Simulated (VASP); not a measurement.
W, 1 atom in the cell. It takes space group Fm-3m (No. 225, cubic). Conventional cell: a = 3.998 Å, b = 3.998 Å, c = 3.998 Å, α = 90.00°, β = 90.00°, γ = 90.00°. W (site symmetry m-3m) has 12 W at 2.83 Å within 3.7 Å. 

- Program: VASP 6.6.1
- Task: density of states
- Functional: PBEsol
- Potentials or basis: VASP PAW PBE potentials, release 64 (W_sv)
- Cutoff: 520 eV
- k mesh: 18 × 18 × 18
- Occupations: fermi-dirac, width 0.05 eV
- Spin: no spin polarisation
- Dipole correction: no
- k mesh for the DOS: 27 × 27 × 27
- Occupations for the DOS: tetrahedron
- Further INCAR settings: ALGO = Normal; EDIFF = 1e-06; NBANDS = 13

Potentials or basis: VASP PAW PBE potentials, release 64 (W_sv).

Run with:

```bash
$ cat potpaw_PBE.64/W_sv/POTCAR > POTCAR
$ cp INCAR.step1 INCAR
$ cp KPOINTS.step1 KPOINTS
$ mpirun -np 1 vasp_std > vasp.out
$ cp INCAR.step2 INCAR
$ cp KPOINTS.step2 KPOINTS
$ mpirun -np 1 vasp_std > vasp.out
```

Hardware: 1 thread of Intel(R) Xeon(R) 6975P-C (Granite Rapids), with other jobs on the host.

Problem. How long does it take, and how much memory?

Solution. It took 30 s on 1 thread of Intel(R) Xeon(R) 6975P-C (Granite Rapids) (shared host), peak memory 0.22 GiB. Counts: k points 560.
